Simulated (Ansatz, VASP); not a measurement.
## One calculation of PbS, two programs

POSCAR

```
PbS
1.0
    4.2805638777      0.0000000000      0.0000000000
   -2.1402819388      3.7070770607      0.0000000000
    0.0000000000      0.0000000000      3.6240257239
Pb S
1 1
Direct
    0.0000000000      0.0000000000      0.0000000000
    0.6666666700      0.3333333300      0.5000000000
```

Contents of INCAR.step1:

```
SYSTEM = PbS
PREC = Accurate
ENCUT = 520
ISMEAR = 0
SIGMA = 0.1
LREAL = .FALSE.
LASPH = .TRUE.
NELM = 80
NBANDS = 17
GGA = PE
ALGO = Normal
EDIFF = 1E-4
LWAVE = .TRUE.
LCHARG = .FALSE.
```

INCAR.step2

```
SYSTEM = PbS
PREC = Accurate
ENCUT = 520
EDIFF = 1E-6
ISMEAR = 0
SIGMA = 0.1
LREAL = .FALSE.
LASPH = .TRUE.
NELM = 80
ALGO = Normal
ISIF = 2
LWAVE = .FALSE.
LCHARG = .FALSE.
METAGGA = R2SCAN
LMIXTAU = .TRUE.
NBANDS = 17
ISTART = 1
```

File KPOINTS:

```
regular mesh
0
G
  12 12 12
  0 0 0
```

Input for Ansatz:

```yaml
crystal:
  lattice:
    - [4.2805638777, 0.0, 0.0]
    - [-2.1402819388, 3.7070770607, 0.0]
    - [0.0, 0.0, 3.6240257239]
  atoms:
    - { symbol: Pb, position: [0.0, 0.0, 0.0] }
    - { symbol: S, position: [0.66666667, 0.33333333, 0.5] }
basis:
  ecutwfc: 500
kpoints:
  mp_grid: { grid: [12, 12, 12] }
hamiltonian:
  xc: r2scan
scf:
  occupations: { method: gaussian, width: 0.1 }
output:
  forces: true
  stress: true
  eigenvalues: true
```

Alike in both runs: task single point; functional r2SCAN; k mesh 12 × 12 × 12; occupations gaussian, width 0.1 eV; no spin polarisation.

```csv
,VASP,Ansatz
version,VASP 6.6.1,Ansatz 0.2.0
potentials or method,"VASP PAW PBE potentials, release 64 (Pb_d, S), cutoff 520 eV","scalar-relativistic, plane waves, PAW"
valence electrons in the cell,20,20
```

|  | VASP | Ansatz | Ansatz less VASP |
| --- | --- | --- | --- |
| gap on the k mesh at the Fermi level (eV) | 0.15 | 0.15 | -0.005 |
| least direct gap on the mesh (eV) | 0.92 | 0.92 | -0.006 |
| pressure (GPa) | -2.3 | -2.3 | +0.01 |
| traceless stress, the component that is largest in VASP (GPa) | 4.12 | 4.11 | -0.009 |

VASP's potentials were made for PBE, not for r2SCAN.

Neither program's run includes spin-orbit coupling.
